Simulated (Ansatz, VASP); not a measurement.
# AlGa3N4 in VASP and in Ansatz

Contents of INCAR:

```
SYSTEM = AlGa3N4
PREC = Accurate
ENCUT = 520
EDIFF = 1E-6
ISMEAR = 0
SIGMA = 0.05
LREAL = .FALSE.
LASPH = .TRUE.
NELM = 60
ALGO = Normal
ISIF = 2
LWAVE = .FALSE.
LCHARG = .FALSE.
GGA = PS
NBANDS = 41
```

The input KPOINTS:

```
regular mesh
0
G
  6 6 6
  0 0 0
```

The input POSCAR:

```
AlGa3N4
1.0
    4.4676279205      0.0000000000      0.0000000000
    0.0000000000      4.4676279205      0.0000000000
    0.0000000000      0.0000000000      4.4676279205
Al Ga N
1 3 4
Direct
    0.0000000000      0.0000000000      0.0000000000
    0.4971624783      0.5000000000      0.0000000000
    0.5028375217      0.0000000000      0.4971624783
    0.0000000000      0.5000000000      0.5028375217
    0.7436085203      0.7778757224      0.2563914797
    0.7664533217      0.2449690790      0.7436085203
    0.2335466783      0.7321861196      0.7664533217
    0.2563914797      0.2449690790      0.2335466783
```

Input for Ansatz:

```yaml
crystal:
  lattice:
    - [4.4676279205, 0.0, 0.0]
    - [0.0, 4.4676279205, 0.0]
    - [0.0, 0.0, 4.4676279205]
  atoms:
    - { symbol: Al, position: [0.0, 0.0, 0.0] }
    - { symbol: Ga, position: [0.4971624783, 0.5, 0.0] }
    - { symbol: Ga, position: [0.5028375217, 0.0, 0.4971624783] }
    - { symbol: Ga, position: [0.0, 0.5, 0.5028375217] }
    - { symbol: "N", position: [0.7436085203, 0.7778757224, 0.2563914797] }
    - { symbol: "N", position: [0.7664533217, 0.244969079, 0.7436085203] }
    - { symbol: "N", position: [0.2335466783, 0.7321861196, 0.7664533217] }
    - { symbol: "N", position: [0.2563914797, 0.244969079, 0.2335466783] }
basis:
  ecutwfc: 420
kpoints:
  mp_grid: { grid: [6, 6, 6] }
hamiltonian:
  xc: pbesol
scf:
  occupations: { method: gaussian, width: 0.05 }
output:
  forces: true
  stress: true
  eigenvalues: true
  write_density: true
  write_potential: true
  elf: true
  volumetric_format: npy
```

Change from the starting cell: mode 16 (594.2 1/cm) frozen in, largest displacement +0.125 Å.

Alike in both runs: task single point; functional PBEsol; k mesh 6 × 6 × 6; occupations gaussian, width 0.05 eV; no spin polarisation.

|  | VASP | Ansatz |
| --- | --- | --- |
| version | VASP 6.6.1 | Ansatz 0.2.0 |
| potentials or method | VASP PAW PBE potentials, release 64 (Al, Ga_d, N), cutoff 520 eV | scalar-relativistic, plane waves, PAW |
| valence electrons in the cell | 62 | 62 |

|  | VASP | Ansatz | Ansatz less VASP |
| --- | --- | --- | --- |
| gap on the k mesh at the Fermi level (eV) | 2.26 | 2.24 | -0.018 |
| least direct gap on the mesh (eV) | 2.26 | 2.24 | -0.018 |
| pressure (GPa) | 1.5 | 1.8 | +0.21 |
| traceless stress, the component that is largest in VASP (GPa) | -0.67 | -0.69 | -0.025 |
| rms of the force components (eV/Å) | 0.938 | 0.950 | +0.0124 |

VASP's potentials were made for PBE, not for PBEsol. Atom by atom the forces differ by 0.014 eV/Å (rms over components). The functional is the same, so the differences come from potentials, cutoffs and numerics.
